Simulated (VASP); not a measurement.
# B (Im-3m) in VASP: further runs

The runs below take B through single point, with PBEsol.

Program: VASP 6.6.1. These are calculated values, not measurements. Logs are shortened: lines on timing, memory, paths and dates and some standing lists are left out, and cuts for length are marked.

### Step 1. The cell of the first run

Symmetry: Im-3m, No. 229, cubic system. The conventional cell has a = 2.298 Å, b = 2.298 Å, c = 2.298 Å, α = 90.00°, β = 90.00°, γ = 90.00°. B (site symmetry m-3m) has 14 B at 1.99 to 2.30 Å within 2.6 Å.

### Step 2. Single point, PBEsol

INCAR reads:

```
SYSTEM = B
  ALGO = Normal
  EDIFF = 1E-6
  ENCUT = 520
  GGA = PS
  ISIF = 2
  ISMEAR = -1
  LASPH = .True.
  LCHARG = .False.
  LREAL = .False.
  LWAVE = .False.
  NBANDS = 8
  NELM = 100
  PREC = Accurate
  SIGMA = 0.1
```

KPOINTS reads:

```
k-points
0
Gamma
  18 18 18
  0 0 0
```

POSCAR reads:

```
B
1.0
   -1.1490750354      1.1490750354      1.1490750354
    1.1490750354     -1.1490750354      1.1490750354
    1.1490750354      1.1490750354     -1.1490750354
B
1
Direct
    0.0000000000      0.0000000000      0.0000000000
```

Potentials or basis: VASP PAW PBE potentials, release 64 (B).

Command:

```console
$ cat potpaw_PBE.64/B/POTCAR > POTCAR
$ mpirun -np 1 vasp_std > vasp.out
```

OUTCAR:

```text
SYSTEM = B
   EDIFF = 1E-6
   ENCUT = 520
   GGA = PS
   ISIF = 2
   ISMEAR = -1
   LASPH = .True.
   LREAL = .False.
   NELM = 100
   PREC = Accurate

 ion  position               nearest neighbor table
   1  0.000  0.000  0.000-

  LATTYP: Found a body centered cubic cell.
 ALAT       =     2.2981500708

  Lattice vectors:

 A1 = (  -1.1490750354,   1.1490750354,   1.1490750354)
 A2 = (   1.1490750354,  -1.1490750354,   1.1490750354)
 A3 = (   1.1490750354,   1.1490750354,  -1.1490750354)

Analysis of symmetry for initial positions (statically):
=====================================================================
 Subroutine PRICEL returns:
 Original cell was already a primitive cell.

 Routine SETGRP: Setting up the symmetry group for a
 body centered cubic supercell.

 Subroutine GETGRP returns: Found 48 space group operations
 (whereof 48 operations were pure point group operations)
 out of a pool of 48 trial point group operations.

The static configuration has the point symmetry O_h .

Analysis of symmetry for dynamics (positions and initial velocities):
=====================================================================
 Subroutine PRICEL returns:
 Original cell was already a primitive cell.

 Routine SETGRP: Setting up the symmetry group for a
 body centered cubic supercell.

 Subroutine GETGRP returns: Found 48 space group operations
 (whereof 48 operations were pure point group operations)
 out of a pool of 48 trial point group operations.

The dynamic configuration has the point symmetry O_h .

 Subroutine INISYM returns: Found 48 space group operations
 (whereof 48 operations are pure point group operations),
 and found     1 'primitive' translations

----------------------------------------------------------------------------------------

                                     Primitive cell

  volume of cell :       6.0688

  direct lattice vectors                    reciprocal lattice vectors
    -1.149075035  1.149075035  1.149075035     0.000000000  0.435132593  0.435132593
     1.149075035 -1.149075035  1.149075035     0.435132593  0.000000000  0.435132593
     1.149075035  1.149075035 -1.149075035     0.435132593  0.435132593  0.000000000

  length of vectors
     1.990256343  1.990256343  1.990256343     0.615370415  0.615370415  0.615370415

  position of ions in fractional coordinates (direct lattice)
     0.000000000  0.000000000  0.000000000

  ion indices of the primitive-cell ions
   primitive index   ion index
                 1           1

----------------------------------------------------------------------------------------

 KPOINTS: k-points

Automatic generation of k-mesh.
 Grid dimensions read from file:
 generate k-points for:   18   18   18

 Generating k-lattice:

  Cartesian coordinates                     Fractional coordinates (reciprocal lattice)
     0.000000000  0.024174033  0.024174033     0.055555556  0.000000000  0.000000000
     0.024174033  0.000000000  0.024174033     0.000000000  0.055555556  0.000000000
     0.024174033  0.024174033  0.000000000     0.000000000  0.000000000  0.055555556

  Length of vectors
     0.034187245  0.034187245  0.034187245

  Shift w.r.t. Gamma in fractional coordinates (k-lattice)
     0.000000000  0.000000000  0.000000000

 Subroutine IBZKPT returns following result:
 ===========================================

 Found    195 irreducible k-points:

 Following reciprocal coordinates:
            Coordinates               Weight
  0.000000  0.000000  0.000000      1.000000
  0.055556  0.000000  0.000000     12.000000
  0.111111  0.000000  0.000000     12.000000
  0.166667  0.000000  0.000000     12.000000
  0.222222  0.000000  0.000000     12.000000
  0.277778  0.000000  0.000000     12.000000
[... 16 lines left out ...]
  0.333333  0.111111  0.000000     48.000000
  0.388889  0.111111  0.000000     48.000000
 [... further k-points ...]
   k-points           NKPTS =    195   k-points in BZ     NKDIM =    195   number of bands    NBANDS=      8
   number of dos      NEDOS =    301   number of ions     NIONS =      1
   total plane-waves  NPLWV =   4096
   dimension x,y,z NGX =    16 NGY =   16 NGZ =   16
   dimension x,y,z NGXF=    32 NGYF=   32 NGZF=   32
   ions per type =               1
   NGX,Y,Z   is equivalent  to a cutoff of  13.36, 13.36, 13.36 a.u.
   NGXF,Y,Z  is equivalent  to a cutoff of  26.73, 26.73, 26.73 a.u.
 SYSTEM =  B
   PREC   = accura    normal or accurate (medium, high low for compatibility)
   ISTART =      0    job   : 0-new  1-cont  2-samecut
   ICHARG =      2    charge: 1-file 2-atom 10-const
   ISPIN  =      1    spin polarized calculation?
   LNONCOLLINEAR =      F non collinear calculations
   LSORBIT =      F    spin-orbit coupling
   LASPH  =      T    aspherical Exc in radial PAW
   ENCUT  =  520.0 eV  38.22 Ry    6.18 a.u.   3.70  3.70  3.70*2*pi/ulx,y,z
   NELM   =    100;   NELMIN=  2; NELMDL= -5     # of ELM steps
   EDIFF  = 0.1E-05   stopping-criterion for ELM
   LREAL  =      F    real-space projection
   EDIFFG = 0.1E-04   stopping-criterion for IOM
   NSW    =      0    number of steps for IOM
   IBRION =     -1    ionic relax: 0-MD 1-quasi-New 2-CG
   NFREE  =      0    steps in history (QN), initial steepest desc. (CG)
   ISIF   =      2    stress and relaxation
   ISYM   =      2    0-nonsym 1-usesym 2-fastsym
   POTIM  = 0.5000    time-step for ionic-motion
   TEBEG  =    0.0;   TEEND  =   0.0 temperature during run
   PSTRESS=    0.0 pullay stress
   NELECT =       3.0000    total number of electrons
   NUPDOWN=      -1.0000    fix difference up-down
   EMIN   =  10.00;   EMAX   =-10.00  energy-range for DOS
   EFERMI =   0.00;   METHOD = LEGACY
   ISMEAR =    -1;   SIGMA  =   0.10  broadening in eV -4-tet -1-fermi 0-gaus
   EFERMI_NEDOS =   21; number of points for ismear=-14 and -15
   IALGO  =     38    algorithm
   IMIX   =      4    mixing-type and parameters
     AMIX     =   0.40;   BMIX     =  1.00
     AMIX_MAG =   1.60;   BMIX_MAG =  1.00
  volume/ion in A,a.u.               =       6.07        40.95
  Fermi-wavevector in a.u.,A,eV,Ry     =   1.294435  2.446127 22.797399  1.675562
  Thomas-Fermi vector in A             =   2.426018
   LORBIT       =      0    0 simple, 1 ext, 2 COOP (PROOUT), +10 PAW based schemes
   GGA     = PS    functional components
   LHFCALC =     F    Hartree Fock is set to
   AEXX    =    0.0000 exact exchange contribution
   IVDW    =     0    specifies the selected vdW correction
   LEPSILON=     F    determine dielectric tensor
   LRPA    =     F    only Hartree local field effects (RPA)
 non-spin polarized calculation
  energy-cutoff  :      520.00
  volume of cell :        6.07
 maximum number of plane-waves:       177
   NGX =  7   NGY =  7   NGZ =  7

 number of electron       3.0000000 magnetization

 Free energy of the ion-electron system (eV)
  ---------------------------------------------------
  ext. energy  EPLUGINS =         0.00000000
  ---------------------------------------------------
  free energy    TOTEN  =        -5.39808700 eV

  energy without entropy =       -5.39082812  energy(sigma->0) =       -5.39445756

 E-fermi :  10.1405     XC(G=0): -12.9210

 val. band max:       10.1163907344   @ k =  -0.4444   0.5000   0.3889
 cond. band min:      10.2047265862   @ k =   0.2778   0.1111   0.1111
 fundamental gap:      0.0883358518
 Fermi energy:        10.1404693022

 k-point     1 :       0.0000    0.0000    0.0000
  band No.  band energies     occupation
      1      -8.6499      2.00000
      2      25.8600      0.00000
      3      25.8600      0.00000
      4      25.8600      0.00000
      5      44.1771      0.00000
      6      44.1771      0.00000
      7      44.1771      0.00000
      8      47.9781      0.00000

 k-point     2 :       0.0556    0.0000    0.0000
  band No.  band energies     occupation
      1      -8.5095      2.00000
      2      25.3968      0.00000
      3      25.5092      0.00000
      4      25.7731      0.00000
      5      42.7757      0.00000
      6      42.8810      0.00000
      7      44.8610      0.00000
      8      46.3856      0.00000

 k-point     3 :       0.1111    0.0000    0.0000
  band No.  band energies     occupation
      1      -8.0883      2.00000
      2      23.9877      0.00000
      3      24.6012      0.00000
      4      25.5187      0.00000
      5      39.9770      0.00000
      6      40.6767      0.00000
      7      45.5332      0.00000
      8      46.7649      0.00000

 k-point     4 :       0.1667    0.0000    0.0000
  band No.  band energies     occupation
      1      -7.3872      2.00000
      2      21.6911      0.00000
      3      23.4207      0.00000
      4      25.1218      0.00000
      5      37.9012      0.00000
      6      38.5598      0.00000
      7      44.9340      0.00000
      8      48.2432      0.00000

 k-point     5 :       0.2222    0.0000    0.0000
  band No.  band energies     occupation
      1      -6.4082      2.00000
      2      18.7726      0.00000
      3      22.2028      0.00000
      4      24.6299      0.00000
      5      36.6996      0.00000
      6      36.7116      0.00000
      7      44.9372      0.00000
      8      50.0664      0.00000
[... 177 lines left out ...]
 k-point    22 :       0.2778    0.1111    0.0000
  band No.  band energies     occupation
      1      -3.2231      2.00000
      2      12.6798      0.00000
      3      18.4350      0.00000
      4      22.2256      0.00000
      5      35.9528      0.00000
      6      36.6661      0.00000
      7      46.5022      0.00000
      8      53.3502      0.00000

 k-point    23 :       0.3333    0.1111    0.0000
  band No.  band energies     occupation
      1      -1.4909      2.00000
      2       9.6796      1.98028
      3      17.7764      0.00000
      4      21.7317      0.00000
      5      35.4668      0.00000
      6      36.9041      0.00000
      7      47.5574      0.00000
      8      52.0211      0.00000

 k-point    24 :       0.3889    0.1111    0.0000
  band No.  band energies     occupation
      1       0.3078      2.00000
      2       7.0931      2.00000
      3      17.3752      0.00000
      4      21.4192      0.00000
      5      35.1524      0.00000
      6      37.1481      0.00000
      7      48.6882      0.00000
      8      50.8238      0.00000

 [... further k-points ...]
[... 5 lines left out ...]
  --------------------------------------------------------------------------------------
  -------------------------------------------------------------------------------------
  Total        0.0083532      0.0083532      0.0083532     -0.0000000     -0.0000000     -0.0000000
  in kB        2.2052626      2.2052626      2.2052626     -0.0000000     -0.0000000     -0.0000000
  external PRESSURE =       2.2052626 kB  Pullay stress =       0.0000000 kB

 VOLUME and BASIS-vectors are now :
 -----------------------------------------------------------------------------
  energy-cutoff  :      520.00
  volume of cell :        6.07
      direct lattice vectors                 reciprocal lattice vectors
    -1.149075035  1.149075035  1.149075035     0.000000000  0.435132593  0.435132593
     1.149075035 -1.149075035  1.149075035     0.435132593  0.000000000  0.435132593
     1.149075035  1.149075035 -1.149075035     0.435132593  0.435132593  0.000000000

 POSITION                                       TOTAL-FORCE (eV/Angst)
 -----------------------------------------------------------------------------------
      0.00000      0.00000      0.00000         0.000000      0.000000      0.000000
 -----------------------------------------------------------------------------------
    total drift:                               -0.000000     -0.000000     -0.000000

  FREE ENERGIE OF THE ION-ELECTRON SYSTEM (eV)
  ---------------------------------------------------
  free  energy   TOTEN  =        -5.3980870038 eV

  energy  without entropy=       -5.3908281173  energy(sigma->0) =       -5.39445756
```

Wall time 2.8 s (1 thread of Intel Xeon Platinum 8488C (Sapphire Rapids), shared host); peak memory 0.11 GiB.

What came out:

```yaml
Free_energy: -5.3981 eV
Pressure: 0.2 GPa
```

Caveat: the PAW data sets were made with another functional, which shifts forces and pressure a little.

### Step 3. Single point, PBEsol (volume scaled by 0.88)

INCAR reads:

```
SYSTEM = B
  PREC = Accurate
  ENCUT = 520
  EDIFF = 1E-6
  ISMEAR = -1
  SIGMA = 0.1
  LREAL = .FALSE.
  LASPH = .TRUE.
  NELM = 60
  ALGO = Normal
  ISIF = 2
  LWAVE = .FALSE.
  LCHARG = .FALSE.
  GGA = PS
  NBANDS = 8
```

KPOINTS reads:

```
Automatic mesh
0
G
  21 21 21
  0 0 0
```

POSCAR reads:

```
B
1.0
   -1.1011401884      1.1011401884      1.1011401884
    1.1011401884     -1.1011401884      1.1011401884
    1.1011401884      1.1011401884     -1.1011401884
B
1
Direct
    0.0000000000      0.0000000000      0.0000000000
```

Potentials or basis: VASP PAW PBE potentials, release 64 (B).

Command:

```console
$ cat potpaw_PBE.64/B/POTCAR > POTCAR
$ mpirun -np 1 vasp_std > vasp.out
```

Wall time 3 s (1 thread of Intel Xeon Platinum 8488C (Sapphire Rapids), shared host); peak memory 0.11 GiB.

Results (log left out):

| Property | Result |
| --- | --- |
| Free energy | -5.3148 eV |
| Pressure | 39.5 GPa |

Levels at points of the mesh, in eV from the Fermi level:
| k point | band 1 | band 2 | band 3 | band 4 | band 5 | band 6 |
| --- | --- | --- | --- | --- | --- | --- |
| (0.00, 0.00, 0.00) | -20.34 | 17.64 | 17.64 | 17.64 | 36.67 | 36.67 |

Caveat: the PAW data sets were made with another functional, which shifts forces and pressure a little.

### Step 4. Single point, PBEsol (volume scaled by 0.92)

INCAR reads:

```
PREC = Accurate
ENCUT = 520
EDIFF = 1E-7
ISMEAR = -1
SIGMA = 0.1
LREAL = False
LASPH = True
NELM = 60
ALGO = Normal
ISIF = 2
LWAVE = False
LCHARG = False
GGA = PS
NBANDS = 8
```

KPOINTS reads:

```
Automatic mesh
0
Gamma
  21 21 21
```

POSCAR reads:

```
B
1.0
   -1.1175775399      1.1175775399      1.1175775399
    1.1175775399     -1.1175775399      1.1175775399
    1.1175775399      1.1175775399     -1.1175775399
B
1
Direct
    0.0000000000      0.0000000000      0.0000000000
```

Potentials or basis: VASP PAW PBE potentials, release 64 (B).

Command:

```console
$ cat potpaw_PBE.64/B/POTCAR > POTCAR
$ mpirun -np 1 vasp_std > vasp.out
```

OUTCAR:

```text
PREC = Accurate
   ENCUT = 520
   EDIFF = 1E-7
   ISMEAR = -1
   LREAL = False
   LASPH = True
   NELM = 60
   ISIF = 2
   GGA = PS

 ion  position               nearest neighbor table
   1  0.000  0.000  0.000-

  LATTYP: Found a body centered cubic cell.
 ALAT       =     2.2351550798

  Lattice vectors:

 A1 = (  -1.1175775399,   1.1175775399,   1.1175775399)
 A2 = (   1.1175775399,  -1.1175775399,   1.1175775399)
 A3 = (   1.1175775399,   1.1175775399,  -1.1175775399)

Analysis of symmetry for initial positions (statically):
=====================================================================
 Subroutine PRICEL returns:
 Original cell was already a primitive cell.

 Routine SETGRP: Setting up the symmetry group for a
 body centered cubic supercell.

 Subroutine GETGRP returns: Found 48 space group operations
 (whereof 48 operations were pure point group operations)
 out of a pool of 48 trial point group operations.

The static configuration has the point symmetry O_h .

Analysis of symmetry for dynamics (positions and initial velocities):
=====================================================================
 Subroutine PRICEL returns:
 Original cell was already a primitive cell.

 Routine SETGRP: Setting up the symmetry group for a
 body centered cubic supercell.

 Subroutine GETGRP returns: Found 48 space group operations
 (whereof 48 operations were pure point group operations)
 out of a pool of 48 trial point group operations.

The dynamic configuration has the point symmetry O_h .

 Subroutine INISYM returns: Found 48 space group operations
 (whereof 48 operations are pure point group operations),
 and found     1 'primitive' translations

[... 103 lines left out ...]
   NELECT =       3.0000    total number of electrons
   NUPDOWN=      -1.0000    fix difference up-down
   EMIN   =  10.00;   EMAX   =-10.00  energy-range for DOS
   EFERMI =   0.00;   METHOD = LEGACY
   ISMEAR =    -1;   SIGMA  =   0.10  broadening in eV -4-tet -1-fermi 0-gaus
   EFERMI_NEDOS =   21; number of points for ismear=-14 and -15
   IALGO  =     38    algorithm
   IMIX   =      4    mixing-type and parameters
     AMIX     =   0.40;   BMIX     =  1.00
     AMIX_MAG =   1.60;   BMIX_MAG =  1.00
  volume/ion in A,a.u.               =       5.58        37.68
  Fermi-wavevector in a.u.,A,eV,Ry     =   1.330917  2.515068 24.100539  1.771340
  Thomas-Fermi vector in A             =   2.459967
   LORBIT       =      0    0 simple, 1 ext, 2 COOP (PROOUT), +10 PAW based schemes
   GGA     = PS    functional components
   LHFCALC =     F    Hartree Fock is set to
   AEXX    =    0.0000 exact exchange contribution
   IVDW    =     0    specifies the selected vdW correction
   LEPSILON=     F    determine dielectric tensor
   LRPA    =     F    only Hartree local field effects (RPA)
 non-spin polarized calculation
  energy-cutoff  :      520.00
  volume of cell :        5.58
 maximum number of plane-waves:       157
   NGX =  7   NGY =  7   NGZ =  7

 number of electron       3.0000000 magnetization

 Free energy of the ion-electron system (eV)
  ---------------------------------------------------
  ext. energy  EPLUGINS =         0.00000000
  ---------------------------------------------------
  free energy    TOTEN  =        -5.36258036 eV

  energy without entropy =       -5.35599538  energy(sigma->0) =       -5.35928787

 E-fermi :  11.1721     XC(G=0): -13.2707

 val. band max:       11.1696798864   @ k =   0.2381   0.1905   0.1429
 cond. band min:      11.2001351599   @ k =  -0.3810   0.3810   0.0952
 fundamental gap:      0.0304552735
 Fermi energy:        11.1720760260

 k-point     1 :       0.0000    0.0000    0.0000
  band No.  band energies     occupation
      1      -8.6149      2.00000
      2      28.1293      0.00000
      3      28.1293      0.00000
      4      28.1293      0.00000
      5      46.9051      0.00000
      6      46.9051      0.00000
      7      46.9051      0.00000
      8      50.8438      0.00000
[... 243 lines left out ...]
 k-point    24 :       0.1905    0.0952    0.0000
  band No.  band energies     occupation
      1      -5.6126      2.00000
      2      19.6734      0.00000
      3      22.4234      0.00000
      4      25.5435      0.00000
      5      39.0215      0.00000
      6      39.4319      0.00000
      7      47.9107      0.00000
      8      54.5497      0.00000

 [... further k-points ...]
[... 5 lines left out ...]
  --------------------------------------------------------------------------------------
  -------------------------------------------------------------------------------------
  Total        0.8274020      0.8274020      0.8274020      0.0000000      0.0000000     -0.0000000
  in kB      237.4292136    237.4292136    237.4292136      0.0000000      0.0000000     -0.0000000
  external PRESSURE =     237.4292136 kB  Pullay stress =       0.0000000 kB

 VOLUME and BASIS-vectors are now :
 -----------------------------------------------------------------------------
  energy-cutoff  :      520.00
  volume of cell :        5.58
      direct lattice vectors                 reciprocal lattice vectors
    -1.117577540  1.117577540  1.117577540     0.000000000  0.447396250  0.447396250
     1.117577540 -1.117577540  1.117577540     0.447396250  0.000000000  0.447396250
     1.117577540  1.117577540 -1.117577540     0.447396250  0.447396250  0.000000000

 POSITION                                       TOTAL-FORCE (eV/Angst)
 -----------------------------------------------------------------------------------
      0.00000      0.00000      0.00000        -0.000000      0.000000     -0.000000
 -----------------------------------------------------------------------------------
    total drift:                               -0.000000      0.000000      0.000000

  FREE ENERGIE OF THE ION-ELECTRON SYSTEM (eV)
  ---------------------------------------------------
  free  energy   TOTEN  =        -5.3625803625 eV

  energy  without entropy=       -5.3559953829  energy(sigma->0) =       -5.35928787
```

Run time: 3.3 s. Hardware: 1 thread of Intel Xeon Platinum 8488C (Sapphire Rapids), shared host; peak memory 0.11 GiB.

What came out:

| Quantity | Value |
| --- | --- |
| Free energy | -5.3626 eV |
| Pressure | 23.7 GPa |

Caveat: the PAW data sets were made with another functional, which shifts forces and pressure a little.

[end of part 1 of 2]
